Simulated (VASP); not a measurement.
Set up this calculation in VASP 6.6.1, as the native input.

| Property | Result |
| --- | --- |
| Task | relaxation of cell and atoms |
| Functional | PBE |
| Potentials or basis | VASP PAW PBE potentials, release 64 (Mg) |
| Cutoff | 600 eV |
| k mesh | 14 × 14 × 13 |
| Occupations | fermi-dirac, width 0.08 eV |
| Spin | no spin polarisation |
| Target pressure | -0.31 GPa |
| Dipole correction | no |
| Further INCAR settings | ALGO = Normal; EDIFF = 1e-06; IBRION = 2; EDIFFG = -0.005; NSW = 60; ISIF = 3 |

The structure of Mg lies in POSCAR:

```
Mg
1.0
    3.1014039781      0.0000000000      0.0000000000
   -1.5507019890      2.6858946324      0.0000000000
    0.0000000000      0.0000000000      2.9153197394
Mg
1
Direct
    0.0000000000      0.0000000000      0.0000000000
```

This isn't the form of Mg at room conditions, which is hcp.

These files were run (other wordings do the same):

INCAR

```
  PREC = Accurate
  ENCUT = 600
  EDIFF = 1E-6
  ISMEAR = -1
  SIGMA = 0.08
  LREAL = F
  LASPH = T
  NELM = 80
  ALGO = Normal
  ISIF = 3
  LWAVE = F
  LCHARG = F
  GGA = PE
  IBRION = 2
  NSW = 60
  EDIFFG = -0.005
  PSTRESS = -3.1
```

KPOINTS

```
regular mesh
0
Gamma
  14 14 13
```

Potentials or basis: VASP PAW PBE potentials, release 64 (Mg).

Run with:

```sh
$ cat potpaw_PBE.64/Mg/POTCAR > POTCAR
$ mpirun -np 1 vasp_std > vasp.out
```

It gave:

```yaml
Relaxed_volume: 25.91 Å³/atom
Relaxed_cell: a = 3.095 Å, b = 3.095 Å, c = 3.123 Å, α = 90.00°, β = 90.00°, γ = 120.00°
Space_group_after_relaxing_to_0.1_Å: P6/mmm (No. 191)
Energy_change_on_relaxing_the_run_minimises_the_enthalpy: -17.7 meV/atom
Ionic_steps: 6
Pressure_after_relaxing: -0.3 GPa
Band_gap_on_the_k_mesh: zero (bands 1 and 2 overlap by 4.27 eV)
```

Caveat: the cell is relaxed towards a set pressure, so the run minimises the enthalpy, not the energy.

Run time: 27 s on 1 thread of AMD EPYC 9R45 96-Core Processor (Zen 5), with other jobs on the host, peak memory 0.15 GiB.
